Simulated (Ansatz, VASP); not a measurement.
One calculation of Pt3Pb, two programs

```
Pt Pb
1.0
     4.05800    0.00000    0.00000
     0.00000    4.05800    0.00000
     0.00000    0.00000    4.09858
Pt Pb
3 1
Direct
  0.00000 0.50000 0.50000
  0.50000 0.00000 0.50000
  0.50000 0.50000 0.00000
  0.00000 0.00000 0.00000
```

Change from the starting cell: zz strain of +1 %.

Alike in both runs: task single point; functional LDA; k mesh 9 × 9 × 9; occupations fermi-dirac, width 0.03 eV; no spin polarisation.

```csv
,VASP,Ansatz
version,VASP 6.6.1,Ansatz 0.2.0
potentials or method,"VASP PAW LDA potentials, release 64 (Pt, Pb_d), cutoff 520 eV","all-electron LAPW, scalar-relativistic"
```

```csv
,VASP,Ansatz,Ansatz less VASP
pressure (GPa),-4.3,-4.8,-0.57
"traceless stress, the component that is largest in VASP (GPa)",-0.60,-0.59,+0.013
```

LDA's correlation is that of Perdew and Zunger in VASP and of Perdew and Wang (1992) in Ansatz. Ansatz ran all-electron here, and VASP with PAW potentials.

Spin-orbit coupling is off throughout.
